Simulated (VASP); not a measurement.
Set up this calculation in VASP 6.6.1, as the native input.

| Property | Result |
| --- | --- |
| Task | single point |
| Functional | r2SCAN |
| Potentials or basis | VASP PAW PBE potentials, release 64 (Ti_sv, O) |
| Cutoff | 520 eV |
| k mesh | 8 × 8 × 8 |
| Occupations | gaussian, width 0.02 eV |
| Spin | no spin polarisation |
| Hubbard terms | Ti d U = 4.0 eV |
| Dipole correction | no |
| Further INCAR settings | ALGO = Normal; EDIFF = 1e-06; NBANDS = 33 |

Crystal: TiO2.

```
Ti O
1.0
    -1.89828    1.89828    4.83112
     1.89828   -1.89828    4.83112
     1.89828    1.89828   -4.83112
Ti O
2 4
Direct
  0.00000 0.00000 0.00000
  0.75000 0.25000 0.50000
  0.95612 0.45612 0.50000
  0.20612 0.20612 0.00000
  0.54388 0.04388 0.50000
  0.79388 0.79388 0.00000
```

These files were run (other wordings do the same):

POSCAR

```
TiO2
1.0
   -1.8982837117      1.8982837117      4.8311158607
    1.8982837117     -1.8982837117      4.8311158607
    1.8982837117      1.8982837117     -4.8311158607
Ti O
2 4
Direct
    0.0000000000      0.0000000000      0.0000000000
    0.7500000000      0.2500000000      0.5000000000
    0.9561225807      0.4561225807      0.5000000000
    0.2061225807      0.2061225807      0.0000000000
    0.5438774193      0.0438774193      0.5000000000
    0.7938774193      0.7938774193      0.0000000000
```

INCAR.step1

```
PREC     = Accurate       # precision mode
ENCUT    = 520            # plane-wave cutoff, eV
ISMEAR   = 0              # smearing method
SIGMA    = 0.02           # smearing width, eV
LREAL    = False          # projectors in reciprocal space
LASPH    = True           # aspherical terms in the spheres
NELM     = 150            # most SCF steps
LMAXMIX  = 4              # l up to which the mixer works
LDAU     = True           # DFT+U
LDAUTYPE = 2            
LDAUL    = 2 -1           # shell
LDAUU    = 4 0            # U, eV
LDAUJ    = 0 0          
NBANDS   = 33             # bands
GGA      = PE             # functional
ALGO     = Normal         # electronic algorithm
EDIFF    = 1E-4           # SCF threshold, eV
LWAVE    = True           # write WAVECAR
LCHARG   = False          # write CHGCAR
```

INCAR.step2

```
PREC     = Accurate       # precision mode
ENCUT    = 520            # plane-wave cutoff, eV
EDIFF    = 1E-6           # SCF threshold, eV
ISMEAR   = 0              # smearing method
SIGMA    = 0.02           # smearing width, eV
LREAL    = False          # projectors in reciprocal space
LASPH    = True           # aspherical terms in the spheres
NELM     = 150            # most SCF steps
ALGO     = Normal         # electronic algorithm
ISIF     = 2              # what is computed and relaxed
LWAVE    = False          # write WAVECAR
LCHARG   = False          # write CHGCAR
LMAXMIX  = 4              # l up to which the mixer works
LDAU     = True           # DFT+U
LDAUTYPE = 2            
LDAUL    = 2 -1           # shell
LDAUU    = 4 0            # U, eV
LDAUJ    = 0 0          
LDAUPRINT= 1            
METAGGA  = R2SCAN         # meta-GGA
LMIXTAU  = True         
NBANDS   = 33             # bands
ISTART   = 1
```

KPOINTS

```
regular mesh
0
Gamma
  8 8 8
```

Potentials or basis: VASP PAW PBE potentials, release 64 (Ti_sv, O).

Launch:

```console
$ cat potpaw_PBE.64/Ti_sv/POTCAR potpaw_PBE.64/O/POTCAR > POTCAR
$ cp INCAR.step1 INCAR
$ mpirun -np 1 vasp_std > vasp.out
$ cp INCAR.step2 INCAR
$ mpirun -np 1 vasp_std > vasp.out
```

Results of the run:

```json
{"Pressure": "5.0 GPa", "Largest force": "0.170 eV/Å", "Band gap on the k mesh": "3.21 eV (least direct gap 3.52 eV)"}
```

Caveat: the cell stands under pressure; the PAW data sets were made with another functional, which shifts forces and pressure a little.

It took 12 min on 1 thread of Intel(R) Xeon(R) Platinum 8488C (Sapphire Rapids), on a shared host, peak memory 0.34 GiB.
